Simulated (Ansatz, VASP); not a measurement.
## Mg in VASP and in Ansatz

```
Mg
1.0
     3.20305    0.00000    0.00000
    -1.60153    2.77392    0.00000
     0.00000    0.00000   10.46117
Mg
4
Direct
  0.00000 0.00000 0.00000
  0.00000 0.00000 0.50000
  0.33333 0.66667 0.25000
  0.66667 0.33333 0.75000
```

Alike in both runs: task relaxation of cell and atoms; functional PBEsol; k mesh 11 × 11 × 3; occupations fermi-dirac, width 0.1 eV; no spin polarisation.

|  | VASP | Ansatz |
| --- | --- | --- |
| version | VASP 6.6.1 | Ansatz 0.2.0 |
| potentials or method | VASP PAW PBE potentials, release 64 (Mg), cutoff 600 eV | plane waves (420 eV) with PAW, scalar-relativistic |
| valence electrons in the cell | 8 | 40 |

Ansatz gave:

- relaxed volume (Å³/atom): 22.57
- relaxed cell length with the largest relative difference (Å): 3.176

Which values does VASP return?

Relaxed volume (Å³/atom): 22.53; relaxed cell length with the largest relative difference (Å): 3.173.

VASP's potentials were made for PBE, not for PBEsol, and Ansatz warns of the same on its side. VASP's potentials hold 8 valence electrons a cell and Ansatz's 40, so a difference there can come from the potentials and not from the codes.
